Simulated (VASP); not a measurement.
B3W: single point with PBE

B3W:

```xyz
4
Lattice="2.9211 0.0000 0.0000 0.0000 2.9211 0.0000 0.0000 0.0000 3.9309" Properties=species:S:1:pos:R:3 pbc="T T T"
B     1.4605    1.4605    0.6986
B     0.0000    1.4605    1.7910
B     1.4605    0.0000    1.7910
W     0.0000    0.0000    3.5811
```

```yaml
Program: VASP 6.6.1
Task: single point
Functional: PBE
Potentials_or_basis: VASP PAW PBE potentials, release 64 (B, W_sv)
Cutoff: 520 eV
k_mesh: 16 × 16 × 12
Occupations: gaussian, width 0.1 eV
Spin: no spin polarisation
```

```json
{"Pressure": "0.4 GPa", "Largest force": "0.012 eV/Å", "Band gap on the k mesh": "zero (an odd number of electrons rules out a gap without spin polarisation)"}
```

Forces on the atoms (eV/Å):
```
B    0.000  0.000  0.012
B    0.000  0.000  0.000
B    0.000  0.000  0.000
W    0.000  0.000 -0.012
```

Levels at points of the mesh, in eV from the Fermi level:
```tsv
k point	band 9	band 10	band 11	band 12	band 13	band 14	band 15	band 16
(0.00, 0.00, 0.00)	-4.11	-4.11	-0.68	-0.68	0.76	2.19	2.83	6.19
(0.50, 0.00, 0.00)	-3.67	-2.65	-2.13	0.45	1.90	2.58	3.99	4.49
(0.50, 0.50, 0.00)	-5.15	-5.15	-5.14	2.73	4.20	4.90	5.73	5.73
(0.00, 0.00, 0.50)	-4.75	-3.45	1.90	2.26	3.42	3.42	4.04	4.28
(0.50, 0.00, 0.50)	-2.75	-1.82	-1.62	-1.59	0.06	3.62	3.69	5.49
(0.50, 0.50, 0.50)	-6.58	-2.87	-2.87	-0.29	3.17	3.17	4.32	7.66
```

Run time: 54 s on 1 thread of Intel(R) Xeon(R) 6975P-C (Granite Rapids), with other jobs on the host, peak memory 0.3 GiB.

Caveat: spin-orbit coupling is left out, which moves the levels of the heavy elements.
